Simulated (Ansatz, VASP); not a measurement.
## One calculation of BeZn3Se4, two programs

```
CELL_PARAMETERS angstrom
3.87242 0.00000 0.00000
0.00000 7.74485 0.00000
0.00000 0.00000 5.47644
ATOMIC_POSITIONS crystal
Be 0.00000 0.50000 0.00000
Zn 0.00000 0.00000 0.00000
Zn 0.50000 0.75000 0.50000
Zn 0.50000 0.25000 0.50000
Se 0.00000 0.25000 0.25000
Se 0.00000 0.75000 0.25000
Se 0.50000 0.00000 0.75000
Se 0.50000 0.50000 0.75000
```

Alike in both runs: task relaxation of cell and atoms; functional PBE; k mesh 4 × 2 × 4; occupations gaussian, width 0.1 eV; no spin polarisation.

```csv
,VASP,Ansatz
version,VASP 6.6.1,Ansatz 0.2.0
potentials or method,"VASP PAW PBE potentials, release 64 (Be, Zn, Se), cutoff 600 eV","scalar-relativistic, plane waves, PAW"
valence electrons in the cell,62,102
```

```tsv
	VASP	Ansatz	Ansatz less VASP
gap on the k mesh at the Fermi level, each at its own relaxed structure (eV)	1.63	1.65	+0.017
relaxed volume (Å³/atom)	21.98	21.84	-0.144
relaxed cell length with the largest relative difference (Å)	3.962	3.949	-0.0128
```

VASP's potentials hold 62 valence electrons a cell and Ansatz's 102, so a difference there can come from the potentials and not from the codes.
